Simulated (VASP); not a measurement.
Write the native input for VASP 6.6.1 that does the following.

* Task: single point
* Functional: PBE
* Potentials or basis: VASP PAW PBE potentials, release 64 (Ga_d, As)
* Cutoff: 520 eV
* k mesh: 10 × 10 × 10
* Occupations: fermi-dirac, width 0.05 eV
* Spin: no spin polarisation
* Dipole correction: no
* Further INCAR settings: ALGO = Normal; EDIFF = 1e-06; NBANDS = 16

The structure of GaAs lies in POSCAR:

```
GaAs
1.0
   -1.8807739600      1.8807739600      3.0258508800
    1.8807739600     -1.8807739600      3.0258508800
    1.8807739600      1.8807739600     -3.0258508800
Ga As
1 1
Direct
    0.0000000000      0.0000000000      0.0000000000
    0.5000000000      0.5000000000      0.0000000000
```

The input as run:

INCAR

```
PREC = Accurate
ENCUT = 520
EDIFF = 1E-6
ISMEAR = -1
SIGMA = 0.05
LREAL = False
LASPH = True
NELM = 100
ALGO = Normal
ISIF = 2
LWAVE = False
LCHARG = False
GGA = PE
NBANDS = 16
```

KPOINTS

```
Automatic mesh
0
Gamma
  10 10 10
```

Potentials or basis: VASP PAW PBE potentials, release 64 (Ga_d, As).

Run with:

```console
$ cat potpaw_PBE.64/Ga_d/POTCAR potpaw_PBE.64/As/POTCAR > POTCAR
$ mpirun -np 1 vasp_std > vasp.out
```

Results of the run:

```yaml
Pressure: -3.3 GPa
Band_gap_on_the_k_mesh: zero (band 9 reaches 5.03 eV, above the bottom of band 10 at 2.46 eV)
```

Wall time 64 s on 1 thread of Intel(R) Xeon(R) Platinum 8259CL CPU @ 2.50GHz (Skylake/Cascade Lake), on a shared host, peak memory 0.22 GiB.
